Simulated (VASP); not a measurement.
# NaI in VASP: a series of runs, part 2 of 2

VASP 6.6.1. The steps go on from the part before.

## (5) Relaxation of cell and atoms, r2SCAN+rVV10

The input, POSCAR:

```
NaI
1.0
    0.0000000000      3.5293822109      3.5293822109
    3.5293822109      0.0000000000      3.5293822109
    3.5293822109      3.5293822109      0.0000000000
Na I
1 1
Direct
    0.0000000000      0.0000000000      0.0000000000
    0.2500000000      0.2500000000      0.2500000000
```

The input, INCAR.step1:

```
SYSTEM = NaI
  PREC = Accurate
  ENCUT = 600
  ISMEAR = -1
  SIGMA = 0.03
  LREAL = .False.
  LASPH = .True.
  NELM = 100
  GGA = PE
  ALGO = Normal
  EDIFF = 1E-4
  LWAVE = .True.
  LCHARG = .False.
```

The input, INCAR.step2:

```
SYSTEM = NaI
  PREC = Accurate
  ENCUT = 600
  EDIFF = 1E-7
  ISMEAR = -1
  SIGMA = 0.03
  LREAL = .False.
  LASPH = .True.
  NELM = 100
  ALGO = Normal
  ISIF = 3
  LWAVE = .False.
  LCHARG = .False.
  METAGGA = R2SCAN
  LMIXTAU = .True.
  LUSE_VDW = .True.
  IVDW_NL = 2
  BPARAM = 11.95
  CPARAM = 0.0093
  IBRION = 2
  NSW = 100
  EDIFFG = -0.01
  ISTART = 1
```

The input, KPOINTS:

```
Automatic mesh
0
Gamma
  6 6 6
  0 0 0
```

Potentials or basis: VASP PAW PBE potentials, release 64 (Na_pv, I).

The run is started by

```console
> cat potpaw_PBE.64/Na_pv/POTCAR potpaw_PBE.64/I/POTCAR > POTCAR
> cp INCAR.step1 INCAR
> mpirun -np 1 vasp_std > vasp.out
> cp INCAR.step2 INCAR
> mpirun -np 1 vasp_std > vasp.out
```

OUTCAR:

```text
SYSTEM = NaI
   PREC = Accurate
   ENCUT = 600
   EDIFF = 1E-7
   ISMEAR = -1
   LREAL = .False.
   LASPH = .True.
   NELM = 100
   ISIF = 3
   METAGGA = R2SCAN
   IVDW_NL = 2
   BPARAM = 11.95
   IBRION = 2
   NSW = 100
   EDIFFG = -0.01
   ISTART = 1

 ion  position               nearest neighbor table
   1  0.000  0.000  0.000-   2 3.06   2 3.06   2 3.06   2 3.06
   2  0.250  0.250  0.250-   1 3.06   1 3.06   1 3.06   1 3.06

  LATTYP: Found a face centered cubic cell.
 ALAT       =     7.0587644218

  Lattice vectors:

 A1 = (   0.0000000000,   3.5293822109,   3.5293822109)
 A2 = (   3.5293822109,   0.0000000000,   3.5293822109)
 A3 = (   3.5293822109,   3.5293822109,   0.0000000000)

Analysis of symmetry for initial positions (statically):
=====================================================================
 Subroutine PRICEL returns:
 Original cell was already a primitive cell.

 Routine SETGRP: Setting up the symmetry group for a
 face centered cubic supercell.

 Subroutine GETGRP returns: Found 24 space group operations
 (whereof 24 operations were pure point group operations)
 out of a pool of 48 trial point group operations.

The static configuration has the point symmetry T_d .

Analysis of symmetry for dynamics (positions and initial velocities):
=====================================================================
 Subroutine PRICEL returns:
 Original cell was already a primitive cell.

 Routine SETGRP: Setting up the symmetry group for a
 face centered cubic supercell.

 Subroutine GETGRP returns: Found 24 space group operations
 (whereof 24 operations were pure point group operations)
 out of a pool of 48 trial point group operations.

The dynamic configuration has the point symmetry T_d .

 Subroutine INISYM returns: Found 24 space group operations
[... 96 lines left out ...]
   POTIM  = 0.5000    time-step for ionic-motion
   TEBEG  =    0.0;   TEEND  =   0.0 temperature during run
   PSTRESS=    0.0 pullay stress
   NELECT =      14.0000    total number of electrons
   NUPDOWN=      -1.0000    fix difference up-down
   EMIN   =  10.00;   EMAX   =-10.00  energy-range for DOS
   EFERMI =   0.00;   METHOD = LEGACY
   ISMEAR =    -1;   SIGMA  =   0.03  broadening in eV -4-tet -1-fermi 0-gaus
   EFERMI_NEDOS =   21; number of points for ismear=-14 and -15
   IALGO  =     38    algorithm
   IMIX   =      4    mixing-type and parameters
     AMIX     =   0.40;   BMIX     =  1.00
     AMIX_MAG =   1.60;   BMIX_MAG =  1.00
  volume/ion in A,a.u.               =      43.96       296.68
  Fermi-wavevector in a.u.,A,eV,Ry     =   0.887310  1.676773 10.712131  0.787319
  Thomas-Fermi vector in A             =   2.008592
   LORBIT       =      0    0 simple, 1 ext, 2 COOP (PROOUT), +10 PAW based schemes
   METAGGA = R2SCAN    functional components
   LHFCALC =     F    Hartree Fock is set to
   AEXX    =    0.0000 exact exchange contribution
   IVDW_NL    =     2    kernel type
   BPARAM     =11.9500
   IVDW    =     0    specifies the selected vdW correction
   LEPSILON=     F    determine dielectric tensor
   LRPA    =     F    only Hartree local field effects (RPA)
 conjugate gradient relaxation of ions
 non-spin polarized calculation
  energy-cutoff  :      600.00
  volume of cell :       87.93
 maximum number of plane-waves:      2954
   NGX = 19   NGY = 19   NGZ = 19

--------------------------------------- Ionic step        1  -------------------------------------------

 number of electron      14.0000004 magnetization

 Free energy of the ion-electron system (eV)
  ---------------------------------------------------
  ext. energy  EPLUGINS =         0.00000000
  ---------------------------------------------------
  free energy    TOTEN  =       -30.35303357 eV

  energy without entropy =      -30.35303357  energy(sigma->0) =      -30.35303357

------------------------ aborting loop because EDIFF is reached ----------------------------------------

  FORCE on cell =-STRESS in cart. coord.  units (eV):
  Direction    XX          YY          ZZ          XY          YZ          ZX
  --------------------------------------------------------------------------------------
  -------------------------------------------------------------------------------------
  Total       -0.1389045     -0.1389045     -0.1389045      0.0000000      0.0000000      0.0000000
  in kB       -2.5310509     -2.5310509     -2.5310509      0.0000000      0.0000000      0.0000000
  external PRESSURE =      -2.5310509 kB  Pullay stress =       0.0000000 kB
[... 95 lines left out ...]
--------------------------------------- Ionic step        4  -------------------------------------------

 number of electron      14.0000008 magnetization

 Free energy of the ion-electron system (eV)
  ---------------------------------------------------
  ext. energy  EPLUGINS =         0.00000000
  ---------------------------------------------------
  free energy    TOTEN  =       -30.35463870 eV

  energy without entropy =      -30.35463870  energy(sigma->0) =      -30.35463870

 E-fermi :  -0.6734     XC(G=0):  -7.0159

 val. band max:       -1.3112574011   @ k =   0.0000   0.0000   0.0000
 cond. band min:       3.0521562334   @ k =   0.0000   0.0000   0.0000
 fundamental gap:      4.3634136345
 Fermi energy:        -0.6734478086

 k-point     1 :       0.0000    0.0000    0.0000
  band No.  band energies     occupation
      1     -24.0923      2.00000
      2     -24.0920      2.00000
      3     -24.0920      2.00000
      4     -12.0970      2.00000
      5      -1.3113      2.00000
      6      -1.3113      2.00000
      7      -1.3113      2.00000
      8       3.0522      0.00000
      9       7.2634      0.00000
     10       7.2634      0.00000
     11       7.2637      0.00000
[... 237 lines left out ...]
  FREE ENERGIE OF THE ION-ELECTRON SYSTEM (eV)
  ---------------------------------------------------
  free  energy   TOTEN  =       -30.3546387018 eV

  energy  without entropy=      -30.3546387017  energy(sigma->0) =      -30.35463870

 reached required accuracy - stopping structural energy minimisation
```

OSZICAR.step1:

```text
N       E                     dE             d eps       ncg     rms          rms(c)
DAV:   1     0.791482960045E+02    0.79148E+02   -0.68884E+03   352   0.118E+03
DAV:   2     0.195522302171E+01   -0.77193E+02   -0.73089E+02   366   0.226E+02
DAV:   3    -0.515942813806E+01   -0.71147E+01   -0.70808E+01   427   0.736E+01
DAV:   4    -0.537730310031E+01   -0.21787E+00   -0.21777E+00   408   0.137E+01
DAV:   5    -0.538405794021E+01   -0.67548E-02   -0.67547E-02   436   0.245E+00    0.168E+00
DAV:   6    -0.528563403946E+01    0.98424E-01   -0.14948E-01   394   0.215E+00    0.115E+00
DAV:   7    -0.527769472193E+01    0.79393E-02   -0.11532E-01   391   0.178E+00    0.684E-01
DAV:   8    -0.528695218759E+01   -0.92575E-02   -0.10796E-02   361   0.825E-01    0.196E-01
DAV:   9    -0.528681710906E+01    0.13508E-03   -0.20685E-04   394   0.162E-01    0.679E-02
DAV:  10    -0.528719126602E+01   -0.37416E-03   -0.52063E-04   352   0.174E-01    0.185E-02
DAV:  11    -0.528720141007E+01   -0.10144E-04   -0.37004E-05   371   0.620E-02
   1 F= -.52872014E+01 E0= -.52872014E+01  d E =-.175996E-10
```

Run time: 9.4 min. Hardware: 1 thread of Intel Xeon 6975P-C (Granite Rapids), shared host; peak memory 0.49 GiB.

Results:

* Free energy: -30.3546 eV
* Relaxed volume: 43.05 Å³/atom
* Relaxed cell: a = 4.957 Å, b = 4.957 Å, c = 4.957 Å, α = 60.00°, β = 60.00°, γ = 60.00°
* Space group after relaxing (to 0.1 Å): F-43m (No. 216)
* Energy gained by relaxing: 0.8 meV/atom
* Ionic steps: 4
* Pressure after relaxing: 0.0 GPa
* Band gap on the k mesh: 4.36 eV

Step by step:
| step | energy change (eV) | largest force (eV/Å) | pressure (GPa) | volume (Å³) |
| --- | --- | --- | --- | --- |
| 1 | 0.0000 | 0.0000 | -0.25 | 87.93 |
| 2 | -0.0012 | 0.0000 | -0.12 | 87.05 |
| 3 | -0.0014 | 0.0000 | -0.07 | 86.73 |
| 4 | -0.0016 | 0.0000 | 0.03 | 86.10 |

Final structure:
```
Na I
1.0
     0.00000    3.50479    3.50479
     3.50479    0.00000    3.50479
     3.50479    3.50479    0.00000
Na I
1 1
Direct
  0.00000 0.00000 0.00000
  0.25000 0.25000 0.25000
```

Caveat: the structure was generated, so it needn't be the stable form of NaI; the PAW data sets were made with another functional, which shifts forces and pressure a little; spin-orbit coupling is left out, which moves the levels of the heavy elements.

## (6) Single point, PBEsol

This run uses another cell than the first one: it holds 8 atoms, not 2.

The input, INCAR:

```
SYSTEM = NaI
ALGO = Normal
EDIFF = 1E-6
ENCUT = 520
GGA = PS
ISIF = 2
ISMEAR = -1
LASPH = .TRUE.
LCHARG = .FALSE.
LREAL = .FALSE.
LWAVE = .FALSE.
NBANDS = 38
NELM = 80
PREC = Accurate
SIGMA = 0.05
```

The input, KPOINTS:

```
k-points
0
G
  4 4 4
  0 0 0
```

The input, POSCAR:

```
NaI
1.0
    0.0069216410      7.0291776974      7.0458212560
    7.0964936139      0.0013655811      7.0513574518
    3.5500196082      3.5189877792     -0.0008428310
Na I
4 4
Direct
   -0.0022295313      0.0030730614     -0.0024219403
   -0.0016182289      0.5028707260     -0.0037227758
    0.4978258953     -0.0006150451      0.0000683988
    0.4978937591      0.4994307885      0.0008964691
    0.1226080116      0.1278590156      0.2479399123
    0.1225377161      0.6280505279      0.2470684423
    0.6223003010      0.1245547320      0.2506559151
    0.6227056394      0.6245077864      0.2513187045
```

Potentials or basis: VASP PAW PBE potentials, release 64 (Na_pv, I).

The run is started by

```console
> cat potpaw_PBE.64/Na_pv/POTCAR potpaw_PBE.64/I/POTCAR > POTCAR
> mpirun -np 1 vasp_std > vasp.out
```

Wall time 6.2 min (1 thread of Intel Xeon 6975P-C (Granite Rapids), shared host); peak memory 0.76 GiB.

The run converged. Its results:

```
Free energy            : -21.9816 eV
Pressure               : 0.0 GPa
Largest force          : 0.005 eV/Å
Band gap on the k mesh : 3.74 eV
```

Forces on the atoms (eV/Å):
```
Na   0.000 -0.001 -0.001
Na   0.002 -0.002 -0.004
Na   0.000  0.001  0.001
Na   0.001  0.000  0.003
I    0.000  0.000 -0.002
I   -0.001  0.001  0.000
I   -0.001  0.001  0.002
I   -0.003  0.000  0.001
```

Levels at points of the mesh, in eV from the valence-band top:
```tsv
k point	band 25	band 26	band 27	band 28	band 29	band 30	band 31	band 32
(0.00, 0.00, 0.00)	-0.13	-0.01	-0.01	0.00	3.74	5.08	5.36	5.36
(0.50, 0.00, 0.00)	-0.09	-0.08	-0.07	-0.07	4.81	4.81	5.76	5.78
(0.00, 0.50, 0.00)	-0.08	-0.08	-0.07	-0.07	4.81	4.81	5.76	5.77
(0.50, 0.50, 0.00)	-0.22	-0.22	-0.15	-0.15	5.12	5.12	6.04	6.04
(0.00, 0.00, 0.50)	-0.15	-0.15	-0.13	-0.13	5.08	5.08	5.36	5.36
(0.50, 0.00, 0.50)	-0.29	-0.29	-0.28	-0.28	5.76	5.77	5.77	5.78
(0.00, 0.50, 0.50)	-0.29	-0.29	-0.27	-0.27	5.76	5.76	5.78	5.78
(0.50, 0.50, 0.50)	-0.47	-0.47	-0.15	-0.15	5.98	5.98	6.04	6.04
```

Caveat: the structure was generated, so it needn't be the stable form of NaI; the PAW data sets were made with another functional, which shifts forces and pressure a little; spin-orbit coupling is left out, which moves the levels of the heavy elements.

## (7) Overview

| task | level | cell | k mesh | cutoff (eV) | smearing | gap on the mesh (eV) | pressure (GPa) | relaxed volume (Å³/atom) |
| --- | --- | --- | --- | --- | --- | --- | --- | --- |
| single point | PBEsol | a = 4.991 Å, angles 60.0°, 2 atoms, atomic positions A | 6 × 6 × 6 | 520 | fermi-dirac 0.03 eV | 3.74 | 0.0 | - |
| single point | r2SCAN+rVV10 | a = 4.966 Å, angles 60.0°, 2 atoms, atomic positions A | 6 × 6 × 6 | 520 | fermi-dirac 0.03 eV | 4.36 | 0.0 | - |
| relaxation of cell and atoms | PBEsol | relaxed from a = 4.726 Å, angles 60.0°, 2 atoms, atomic positions A | 6 × 6 × 6 | 600 | fermi-dirac 0.03 eV | 3.74 | 0.0 | 44.04 |
| relaxation of cell and atoms | r2SCAN+rVV10 | relaxed from a = 4.991 Å, angles 60.0°, 2 atoms, atomic positions A | 6 × 6 × 6 | 600 | fermi-dirac 0.03 eV | 4.36 | 0.0 | 43.05 |
| single point | PBEsol | a = 9.953, b = 10.004, c = 4.999 Å, angles 59.8, 60.2, 60.0°, 8 atoms, atomic positions B | 4 × 4 × 4 | 520 | fermi-dirac 0.05 eV | 3.74 | 0.0 | - |

Alike in all rows: potentials or basis VASP PAW PBE potentials, release 64 (Na_pv, I); no spin polarisation.

Caveats: the structure was generated, so it needn't be the stable form of NaI; the PAW data sets were made with another functional, which shifts forces and pressure a little; spin-orbit coupling is left out, which moves the levels of the heavy elements; the volume moved by over 15 % at a fixed basis, so the end points are rough (at least some runs).

Absolute energies hang on the potentials; compare differences alone.
